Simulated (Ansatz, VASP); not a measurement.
# KI in VASP and in Ansatz

```
K I
1.0
     0.00000    3.45321    3.45321
     3.45321    0.00000    3.45321
     3.45321    3.45321    0.00000
K I
1 1
Direct
  0.00000 0.00000 0.00000
  0.50000 0.50000 0.50000
```

Change from the starting cell: volume scaled by 0.9405.

Alike in both runs: task single point; functional PBE; k mesh 6 × 6 × 6; occupations fermi-dirac, width 0.02 eV; no spin polarisation.

```csv
,VASP,Ansatz
version,VASP 6.6.1,Ansatz 0.2.0
potentials or method,"VASP PAW PBE potentials, release 64 (K_sv, I), cutoff 500 eV","all-electron LAPW, scalar-relativistic"
```

```csv
,VASP,Ansatz,Ansatz less VASP
gap on the k mesh at the Fermi level (eV),4.13,4.13,+0.004
pressure (GPa),1.7,1.7,-0.05
```

Ansatz ran all-electron here, and VASP with PAW potentials.

Neither program's run includes spin-orbit coupling.
